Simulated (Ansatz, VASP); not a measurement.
## Two plane-wave programs on C

```xyz
2
Lattice="0.0000 2.0632 3.3982 1.1912 0.0000 3.3982 1.1912 2.0632 0.0000" Properties=species:S:1:pos:R:3 pbc="T T T"
C     1.1912    0.6877    3.3982
C     1.1912    3.4386    3.3982
```

Change from the starting cell: strain -0.030 along x and y, +0.015 along z, atoms carried along.

Alike in both runs: task single point; functional r2SCAN; k mesh 14 × 14 × 14; occupations gaussian, width 0.05 eV; no spin polarisation.

|  | VASP | Ansatz |
| --- | --- | --- |
| version | VASP 6.6.1 | Ansatz 0.2.0 |
| potentials or method | VASP PAW PBE potentials, release 64 (C), cutoff 520 eV | scalar-relativistic, plane waves, PAW |
| valence electrons in the cell | 8 | 8 |

```csv
,VASP,Ansatz,Ansatz less VASP
gap on the k mesh at the Fermi level (eV),0.57,0.57,-0.001
least direct gap on the mesh (eV),0.69,0.69,-0.001
pressure (GPa),30.3,29.6,-0.72
"traceless stress, the component that is largest in VASP (GPa)",-29.23,-28.39,+0.848
rms of the force components (eV/Å),0.013,0.013,+0.0001
```

VASP's potentials were made for PBE, not for r2SCAN. Atom by atom the forces differ by 0.000 eV/Å (rms over components). Both programs put the cell under a high pressure, so it lies far from rest at this level.
